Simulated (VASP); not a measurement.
## Cd14InTe16 (a cell with a defect): single point with PBE

Cd14InTe16 (a cell with a defect):

```
Cd In Te
1.0
    -6.61737    6.61737    6.61737
     6.61737   -6.61737    6.61737
     6.61737    6.61737   -6.61737
Cd In Te
14 1 16
Direct
  0.99820 0.48837 0.50125
  0.99883 0.75223 0.24794
  0.23861 0.99484 0.74486
  0.00350 0.00153 0.99103
  0.24040 0.25008 0.49939
  0.25230 0.49887 0.23999
  0.49673 0.74801 0.74588
  0.25079 0.74234 0.00077
  0.50694 0.00898 0.51076
  0.50174 0.25014 0.25474
  0.74801 0.49120 0.75209
  0.49373 0.50523 0.00006
  0.75872 0.75789 0.50846
  0.76022 0.01207 0.26311
  0.74651 0.25018 0.99150
  0.23392 0.48245 0.98169
  0.24770 0.74827 0.74895
  0.25019 0.00043 0.49962
  0.49861 0.25002 0.99941
  0.24943 0.25018 0.24996
  0.49977 0.49974 0.74922
  0.49983 0.75010 0.49728
  0.75114 0.00287 0.00126
  0.50114 0.99905 0.25262
  0.77089 0.25003 0.75455
  0.75213 0.50122 0.50393
  0.99975 0.75023 0.99727
  0.74955 0.75201 0.25069
  0.00162 0.01786 0.74921
  0.00206 0.25028 0.52170
  0.99859 0.49749 0.24867
```

This cell differs from its parent crystal: atoms taken out, then relaxed in part.

```yaml
Program: VASP 6.6.1
Task: single point
Functional: PBE
Potentials_or_basis: VASP PAW PBE potentials, release 64 (Cd, In_d, Te)
Cutoff: 400 eV
k_mesh: 2 × 2 × 2, shifted
Occupations: gaussian, width 0.01 eV
Spin: collinear spin
Starting_moments: "[0.0, 0.0, 0.0, 0.0, 0.0, 0.0, 0.0, 0.0, 0.0, 0.0, 0.0, 0.0, 0.0, 0.0, 0.0, 0.25, 0.0, 0.0, 0.0, 0.0, 0.0, 0.0, 0.0, 0.0, 0.25, 0.0, 0.0, 0.0, 0.25, 0.25, 0.0] μB"
Dipole_correction: no
Further_INCAR_settings: LREAL = Auto; ALGO = Normal; EDIFF = 1e-06; NBANDS = 164
```

* Pressure: -0.8 GPa
* Largest force: 0.019 eV/Å
* Band gap on the k mesh: zero (filled and empty bands overlap)
* Net moment: 1.00 μB per cell
* Site moments: Cd +0.00, +0.01 (each value once); In -0.00; Te +0.11, +0.02, +0.01, +0.00, +0.03, +0.08 (each value once) μB
* Valence electrons inside the program's atomic spheres: Cd 10.27, 10.26 (each value once); In 11.32; Te 3.36, 3.39, 3.40, 3.38, 3.37 (each value once)

Forces in eV/Å, atoms in the order of the input:
```
Cd  -0.004 -0.006  0.008
Cd  -0.002 -0.004  0.001
Cd  -0.011  0.000 -0.005
Cd   0.001  0.005 -0.001
Cd  -0.005 -0.004  0.003
Cd  -0.001  0.002  0.002
Cd  -0.002 -0.006  0.002
Cd   0.007  0.002  0.006
Cd   0.008  0.000  0.000
Cd   0.002 -0.002 -0.001
Cd  -0.002  0.002 -0.009
Cd   0.004  0.002  0.013
Cd  -0.006  0.001 -0.010
Cd  -0.007 -0.004  0.004
In   0.005 -0.007 -0.004
Te  -0.008 -0.007 -0.013
Te   0.003  0.002  0.008
Te   0.004 -0.001  0.008
Te  -0.007  0.013  0.011
Te  -0.003  0.005 -0.003
Te  -0.003  0.003 -0.004
Te   0.000  0.008 -0.004
Te   0.001 -0.001  0.001
Te   0.003 -0.004 -0.007
Te   0.002  0.006  0.002
Te   0.001 -0.004  0.002
Te   0.005  0.007 -0.001
Te  -0.007  0.000 -0.007
Te   0.011 -0.005  0.009
Te   0.007  0.007 -0.011
Te   0.004 -0.008 -0.001
```

Stress tensor (GPa, compression positive):
```
-0.79 -0.07 -0.16
-0.07 -0.82  0.07
-0.16  0.07 -0.79
```

Levels at points of the mesh, in eV from the Fermi level:
Spin up:
```csv
k point,band 136,band 137,band 138,band 139,band 140,band 141,band 142,band 143
"(0.25, 0.25, 0.25)",-0.19,-0.10,-0.07,-0.07,1.64,2.03,2.05,2.22
```
Spin down:
| k point | band 136 | band 137 | band 138 | band 139 | band 140 | band 141 |
| --- | --- | --- | --- | --- | --- | --- |
| (0.25, 0.25, 0.25) | -0.16 | -0.06 | 0.04 | 0.06 | 1.65 | 2.05 |

Wall time 2.9 min on 1 × NVIDIA H100 80GB with 1 thread of AMD EPYC 7R13 Processor (Zen 3) (shared host), peak memory 2.3 GiB.

Caveat: the cell differs from its parent crystal (atoms taken out, then relaxed in part); spin-orbit coupling is left out, which moves the levels of the heavy elements.
